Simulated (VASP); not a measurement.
Write the native input for VASP 6.6.1 that does the following.

- Task: single point
- Functional: r2SCAN
- Potentials or basis: VASP PAW PBE potentials, release 64 (Ti_sv, O)
- Cutoff: 660 eV
- k mesh: 9 × 9 × 9
- Occupations: gaussian, width 0.1 eV
- Spin: no spin polarisation
- Dipole correction: no
- Further INCAR settings: ALGO = Normal; EDIFF = 1e-06; NBANDS = 53

Ti2O3:

```
Ti O
1.0
     2.54721    1.47063    4.58861
    -2.54721    1.47063    4.58861
     0.00000   -2.94126    4.58861
Ti O
4 6
Direct
  0.34411 0.34411 0.34411
  0.15589 0.15589 0.15589
  0.65589 0.65589 0.65589
  0.84411 0.84411 0.84411
  0.56452 0.93548 0.25000
  0.25000 0.56452 0.93548
  0.93548 0.25000 0.56452
  0.43548 0.06452 0.75000
  0.75000 0.43548 0.06452
  0.06452 0.75000 0.43548
```

One way to write it, as run:

POSCAR

```
Ti2O3
1.0
    2.5472073302      1.4706308378      4.5886121532
   -2.5472073302      1.4706308378      4.5886121532
    0.0000000000     -2.9412616756      4.5886121532
Ti O
4 6
Direct
    0.3441146631      0.3441146631      0.3441146631
    0.1558853369      0.1558853369      0.1558853369
    0.6558853369      0.6558853369      0.6558853369
    0.8441146631      0.8441146631      0.8441146631
    0.5645150947      0.9354849053      0.2500000000
    0.2500000000      0.5645150947      0.9354849053
    0.9354849053      0.2500000000      0.5645150947
    0.4354849053      0.0645150947      0.7500000000
    0.7500000000      0.4354849053      0.0645150947
    0.0645150947      0.7500000000      0.4354849053
```

INCAR.step1

```
PREC = Accurate ; ENCUT = 660
ISMEAR = 0 ; SIGMA = 0.1
LREAL = F ; LASPH = T
NELM = 120 ; NBANDS = 53
GGA = PE ; ALGO = Normal
EDIFF = 1E-5 ; LWAVE = T
LCHARG = F ; GGA_COMPAT = F
```

INCAR.step2

```
PREC = Accurate ; ENCUT = 660
EDIFF = 1E-6 ; ISMEAR = 0
SIGMA = 0.1 ; LREAL = F
LASPH = T ; NELM = 120
ALGO = Normal ; ISIF = 2
LWAVE = F ; LCHARG = F
METAGGA = R2SCAN ; LMIXTAU = T
NBANDS = 53 ; ISTART = 1
GGA_COMPAT = F
```

KPOINTS

```
regular mesh
0
Gamma
  9 9 9
```

Potentials or basis: VASP PAW PBE potentials, release 64 (Ti_sv, O).

Command:

```console
$ cat potpaw_PBE.64/Ti_sv/POTCAR potpaw_PBE.64/O/POTCAR > POTCAR
$ cp INCAR.step1 INCAR
$ mpirun -np 1 vasp_std > vasp.out
$ cp INCAR.step2 INCAR
$ mpirun -np 1 vasp_std > vasp.out
```

It gave:

```yaml
Pressure: 1.2 GPa
Largest_force: 0.066 eV/Å
Band_gap_on_the_k_mesh: zero (bands 42 and 43 overlap by 0.37 eV)
```

Caveat: the PAW data sets were made with another functional, which shifts forces and pressure a little; semilocal functionals often make such compounds metallic where correlation or magnetic order opens a gap, which also shifts bond lengths.

It took 100 min on 1 thread of Intel Xeon 8259CL (shared host), peak memory 0.69 GiB.
